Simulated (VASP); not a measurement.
Runs of VASP 6.6.1 on MgO. It takes space group Fm-3m (No. 225, cubic). The conventional cell has a = 4.411 Å, b = 4.411 Å, c = 4.411 Å, α = 90.00°, β = 90.00°, γ = 90.00°. Within 2.9 Å of Mg (site symmetry m-3m) lie 6 O at 2.21 Å. Within 2.9 Å of O (site symmetry m-3m) lie 6 Mg at 2.21 Å. 

| cutoff (eV) | smearing | gap on the mesh (eV) | pressure (GPa) |
| --- | --- | --- | --- |
| 600 | methfessel-paxton 0.3 eV | 3.49 | -14.0 |
| 600 | fermi-dirac 0.05 eV | 3.49 | -13.9 |
| 520 | fermi-dirac 0.05 eV | 3.49 | (a) |
| 600 | gaussian 0.01 eV | 3.49 | -13.9 |

Alike in all rows: task single point; level PBE; potentials or basis VASP PAW PBE potentials, release 64 (Mg, O); no spin polarisation; cell as given; k mesh 9 × 9 × 9.

Question: Fill in the values left out.

Answer: (a) -13.7.

